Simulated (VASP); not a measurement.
Here is a VASP 6.6.1 calculation.

File INCAR:

```
SYSTEM = VH2
ALGO     = Normal         ! electronic algorithm
EDIFF    = 1E-8           ! SCF threshold, eV
ENCUT    = 520            ! plane-wave cutoff, eV
GGA      = PS             ! functional
IBRION   = 8              ! ionic algorithm
ISIF     = 2              ! what is computed and relaxed
ISMEAR   = -1             ! smearing method
LASPH    = .TRUE.         ! aspherical terms in the spheres
LCHARG   = .FALSE.        ! write CHGCAR
LREAL    = .FALSE.        ! projectors in reciprocal space
LWAVE    = .FALSE.        ! write WAVECAR
NELM     = 100            ! most SCF steps
NSW      = 1              ! ionic steps
PREC     = Accurate       ! precision mode
SIGMA    = 0.15           ! smearing width, eV
```

Contents of KPOINTS:

```
k-points
0
G
  18 18 18
  0 0 0
```

File POSCAR:

```
VH2
1.0
    0.0000000000      2.0703835426      2.0703835426
    2.0703835426      0.0000000000      2.0703835426
    2.0703835426      2.0703835426      0.0000000000
V H
1 2
Direct
    0.0000000000      0.0000000000      0.0000000000
    0.2500000000      0.2500000000      0.2500000000
    0.7500000000      0.7500000000      0.7500000000
```

Potentials or basis: VASP PAW PBE potentials, release 64 (V_sv, H).

Launch:

```bash
$ cat potpaw_PBE.64/V_sv/POTCAR potpaw_PBE.64/H/POTCAR > POTCAR
$ mpirun -np 1 vasp_std > vasp.out
```

Question: Estimate the highest phonon frequency at Γ.

Answer: 1418 cm⁻¹.

Phonon frequencies in cm⁻¹ (negative: imaginary):
```csv
q point,frequencies
"(0.000, 0.000, 0.000)",0 0 0 1241 1241 1241 1418 1418 1418
```

Caveat: the cell stands under pressure or tension, which shifts response properties.
